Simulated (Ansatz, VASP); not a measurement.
**GaSb3: VASP beside Ansatz**

Contents of INCAR:

```
  ALGO = Normal
  EDIFF = 1E-6
  ENCUT = 520
  ISIF = 2
  ISMEAR = 0
  LASPH = True
  LCHARG = False
  LREAL = False
  LWAVE = False
  NBANDS = 22
  NELM = 100
  PREC = Accurate
  SIGMA = 0.15
```

KPOINTS

```
k-points
0
Gamma
  10 10 10
```

File POSCAR:

```
GaSb3
1.0
    0.0000000000      3.6180975244      3.9202086677
    3.6180975244      0.0000000000      3.9202086677
    3.6180975244      3.6180975244      0.0000000000
Ga Sb
1 3
Direct
    0.0000000000      0.0000000000      0.0000000000
    0.2500000000      0.2500000000      0.2500000000
    0.7500000000      0.7500000000      0.7500000000
    0.5000000000      0.5000000000      0.5000000000
```

Input for Ansatz:

```yaml
crystal:
  lattice:
    - [0.0, 3.6180975244, 3.9202086677]
    - [3.6180975244, 0.0, 3.9202086677]
    - [3.6180975244, 3.6180975244, 0.0]
  atoms:
    - { symbol: Ga, position: [0.0, 0.0, 0.0] }
    - { symbol: Sb, position: [0.25, 0.25, 0.25] }
    - { symbol: Sb, position: [0.75, 0.75, 0.75] }
    - { symbol: Sb, position: [0.5, 0.5, 0.5] }
basis:
  ecutwfc: 420
kpoints:
  mp_grid: { grid: [10, 10, 10] }
hamiltonian:
  xc: lda
  pseudopotentials: { kind: paw, azcp: { folder: soft_1 } }
scf:
  occupations: { method: gaussian, width: 0.15 }
output:
  forces: true
  stress: true
  eigenvalues: true
```

Alike in both runs: task single point; functional LDA; k mesh 10 × 10 × 10; occupations gaussian, width 0.15 eV; no spin polarisation.

```csv
,VASP,Ansatz
version,VASP 6.6.1,Ansatz 0.2.0
potentials or method,"VASP PAW LDA potentials, release 64 (Ga_d, Sb), cutoff 520 eV","scalar-relativistic, plane waves, PAW"
valence electrons in the cell,28,58
```

|  | VASP | Ansatz | Ansatz less VASP |
| --- | --- | --- | --- |
| gap on the k mesh at the Fermi level (eV) | none | none | - |
| pressure (GPa) | -3.9 | -4.0 | -0.03 |
| traceless stress, the component that is largest in VASP (GPa) | -1.13 | -1.10 | +0.036 |

Ansatz warns that its potentials were made for another functional, while VASP's fit it. LDA's correlation is that of Perdew and Zunger in VASP and of Perdew and Wang (1992) in Ansatz. A gap of «none» marks a metal or a gap that the smearing closes. VASP's potentials hold 28 valence electrons a cell and Ansatz's 58, so a difference there can come from the potentials and not from the codes.

Neither program's run includes spin-orbit coupling.
